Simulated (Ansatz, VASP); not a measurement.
**Two plane-wave programs on KF**

INCAR

```
PREC     = Accurate       # precision mode
ENCUT    = 520            # plane-wave cutoff, eV
EDIFF    = 1E-7           # SCF threshold, eV
ISMEAR   = 0              # smearing method
SIGMA    = 0.05           # smearing width, eV
LREAL    = F              # projectors in reciprocal space
LASPH    = T              # aspherical terms in the spheres
NELM     = 60             # most SCF steps
ALGO     = Normal         # electronic algorithm
ISIF     = 2              # what is computed and relaxed
LWAVE    = F              # write WAVECAR
LCHARG   = F              # write CHGCAR
GGA      = PE             # functional
NBANDS   = 15             # bands
```

Contents of KPOINTS:

```
regular mesh
0
Gamma
  8 8 8
```

Contents of POSCAR:

```
KF
1.0
    0.0899461090      2.8266431382      2.8266431382
    2.8266431382      0.0899461090      2.8266431382
    2.8266431382      2.8266431382      0.0899461090
K F
1 1
Direct
    0.0000000000      0.0000000000      0.0000000000
    0.5000000000      0.5000000000      0.5000000000
```

Input for Ansatz:

```yaml
crystal:
  lattice:
    - [0.089946109, 2.8266431382, 2.8266431382]
    - [2.8266431382, 0.089946109, 2.8266431382]
    - [2.8266431382, 2.8266431382, 0.089946109]
  atoms:
    - { symbol: K, position: [0.0, 0.0, 0.0] }
    - { symbol: F, position: [0.5, 0.5, 0.5] }
basis:
  ecutwfc: 520.0
kpoints:
  mp_grid: { grid: [8, 8, 8] }
hamiltonian:
  xc: pbe
scf:
  occupations: { method: gaussian, width: 0.05 }
output:
  forces: true
  stress: true
  eigenvalues: true
```

Alike in both runs: task single point; functional PBE; k mesh 8 × 8 × 8; occupations gaussian, width 0.05 eV; no spin polarisation.

```csv
,VASP,Ansatz
version,VASP 6.6.1,Ansatz 0.2.0
potentials or method,"VASP PAW PBE potentials, release 64 (K_sv, F), cutoff 520 eV","scalar-relativistic, plane waves, PAW"
valence electrons in the cell,16,16
```

|  | VASP | Ansatz | Ansatz less VASP |
| --- | --- | --- | --- |
| gap on the k mesh at the Fermi level (eV) | 5.55 | 5.56 | +0.013 |
| least direct gap on the mesh (eV) | 5.55 | 5.56 | +0.013 |
| pressure (GPa) | -1.9 | -1.9 | +0.03 |
| traceless stress, the component that is largest in VASP (GPa) | -0.49 | -0.49 | -0.003 |
